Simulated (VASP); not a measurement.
Here is a VASP 6.6.1 calculation.

File POSCAR:

```
PIr
1.0
    0.0000000000      2.4934913114      2.4934913114
    2.4934913114      0.0000000000      2.4934913114
    2.4934913114      2.4934913114      0.0000000000
Ir P
1 1
Direct
    0.5000000000      0.5000000000      0.5000000000
    0.0000000000      0.0000000000      0.0000000000
```

INCAR.step1

```
SYSTEM = PIr
  ALGO = Normal
  EDIFF = 1E-4
  ENCUT = 520
  GGA = PE
  GGA_COMPAT = .FALSE.
  ISMEAR = 0
  LASPH = .TRUE.
  LCHARG = .FALSE.
  LMAXMIX = 4
  LREAL = .FALSE.
  LSORBIT = .TRUE.
  LWAVE = .TRUE.
  MAGMOM = 0 0 0 0 0 0
  NBANDS = 26
  NELM = 150
  PREC = Accurate
  SIGMA = 0.05
```

Contents of INCAR.step2:

```
SYSTEM = PIr
  ALGO = Normal
  EDIFF = 1E-6
  ENCUT = 520
  GGA_COMPAT = .FALSE.
  ISIF = 2
  ISMEAR = 0
  ISTART = 1
  LASPH = .TRUE.
  LCHARG = .FALSE.
  LMAXMIX = 4
  LMIXTAU = .TRUE.
  LORBIT = 11
  LORBMOM = .TRUE.
  LREAL = .FALSE.
  LSORBIT = .TRUE.
  LWAVE = .FALSE.
  MAGMOM = 0 0 0 0 0 0
  METAGGA = R2SCAN
  NBANDS = 26
  NELM = 150
  PREC = Accurate
  SIGMA = 0.05
```

Contents of KPOINTS:

```
k-points
0
G
  6 6 6
  0 0 0
```

Potentials or basis: VASP PAW PBE potentials, release 64 (Ir, P).

Run with:

```bash
$ cat potpaw_PBE.64/Ir/POTCAR potpaw_PBE.64/P/POTCAR > POTCAR
$ cp INCAR.step1 INCAR
$ mpirun -np 1 vasp_ncl > vasp.out
$ cp INCAR.step2 INCAR
$ mpirun -np 1 vasp_ncl > vasp.out
```

Task: Predict the net moment.

Result: 0.00 μB per cell.

Task: What does it give for the pressure?

Result: -7.4 GPa.

Moments on the atoms (μB; x, y, z):
```
Ir  0.00 0.00 0.00
P   0.00 0.00 0.00
```

Caveat: the k points lie up to 0.36 Å⁻¹ apart; the PAW data sets were made with another functional, which shifts forces and pressure a little.
